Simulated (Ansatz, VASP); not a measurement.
**TaN: VASP beside Ansatz**

Contents of INCAR:

```
SYSTEM = TaN
PREC = Accurate
ENCUT = 520
EDIFF = 1E-6
ISMEAR = -1
SIGMA = 0.02
LREAL = .False.
LASPH = .True.
NELM = 80
ALGO = Normal
ISIF = 2
LWAVE = .False.
LCHARG = .True.
GGA = PE
LELF = .True.
LVHAR = .True.
NBANDS = 15
```

File KPOINTS:

```
regular mesh
0
Gamma
  6 6 6
  0 0 0
```

The input POSCAR:

```
TaN
1.0
    0.0000000000      2.2113230000      2.2113230000
    2.2113230000      0.0000000000      2.2113230000
    2.2113230000      2.2113230000      0.0000000000
Ta N
1 1
Direct
    0.5000000000      0.5000000000      0.5000000000
    0.0000000000      0.0000000000      0.0000000000
```

The input input.yaml:

```yaml
crystal:
  lattice:
    - [0.0, 2.211323, 2.211323]
    - [2.211323, 0.0, 2.211323]
    - [2.211323, 2.211323, 0.0]
  atoms:
    - { symbol: Ta, position: [0.5, 0.5, 0.5] }
    - { symbol: "N", position: [0.0, 0.0, 0.0] }
kpoints:
  mp_grid: { grid: [6, 6, 6] }
scf:
  occupations: { method: fermi_dirac, width: 0.02 }
hamiltonian:
  xc: pbe
  pseudopotentials: { kind: all_electron, lapw: { basis_error: 0.004 } }
output:
  forces: true
  stress: true
  eigenvalues: true
```

Alike in both runs: task single point; functional PBE; k mesh 6 × 6 × 6; occupations fermi-dirac, width 0.02 eV; no spin polarisation.

|  | VASP | Ansatz |
| --- | --- | --- |
| version | VASP 6.6.1 | Ansatz 0.2.0 |
| potentials or method | VASP PAW PBE potentials, release 64 (Ta_pv, N), cutoff 520 eV | all-electron LAPW, scalar-relativistic |

Ansatz gave:

```
gap on the k mesh at the Fermi level (eV) : none
pressure (GPa)                            : -0.6
```

Q: What did VASP give for the same quantities?

A: gap on the k mesh at the Fermi level (eV): none; pressure (GPa): 0.0.

A gap of «none» marks a metal or a gap that the smearing closes. Ansatz ran all-electron here, and VASP with PAW potentials.

The k mesh is coarse, so the values compare programs but aren't converged. Neither program's run includes spin-orbit coupling. Noted on Ansatz's run: the k mesh is thin for a metal, which can move the energy by tens of meV per atom.
